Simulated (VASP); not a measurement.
Nb, 1 atom in the cell. It takes space group I4/mmm (No. 139, tetragonal). Conventional cell: a = 3.295 Å, b = 3.295 Å, c = 3.394 Å, α = 90.00°, β = 90.00°, γ = 90.00°. Within 3.8 Å of Nb (site symmetry 4/mmm) lie 14 Nb at 2.88 to 3.39 Å. 

| Item | Value |
| --- | --- |
| Program | VASP 6.6.1 |
| Task | single point |
| Functional | PBEsol |
| Potentials or basis | VASP PAW PBE potentials, release 64 (Nb_sv) |
| Cutoff | 500 eV |
| k mesh | 11 × 11 × 11 |
| Occupations | fermi-dirac, width 0.05 eV |
| Spin | no spin polarisation |
| Dipole correction | no |
| Further INCAR settings | ALGO = Normal; EDIFF = 1e-06; NBANDS = 12 |

Potentials or basis: VASP PAW PBE potentials, release 64 (Nb_sv).

The run is started by

```sh
$ cat potpaw_PBE.64/Nb_sv/POTCAR > POTCAR
$ mpirun -np 1 vasp_std > vasp.out
```

Hardware: 1 thread of Intel(R) Xeon(R) 6975P-C (Granite Rapids), with other jobs on the host.

Task: How long does it take, and how much memory?

Result: It took 9 s on 1 thread of Intel(R) Xeon(R) 6975P-C (Granite Rapids), on a shared host, peak memory 0.15 GiB. Counts: scf iterations 12, k points 126.
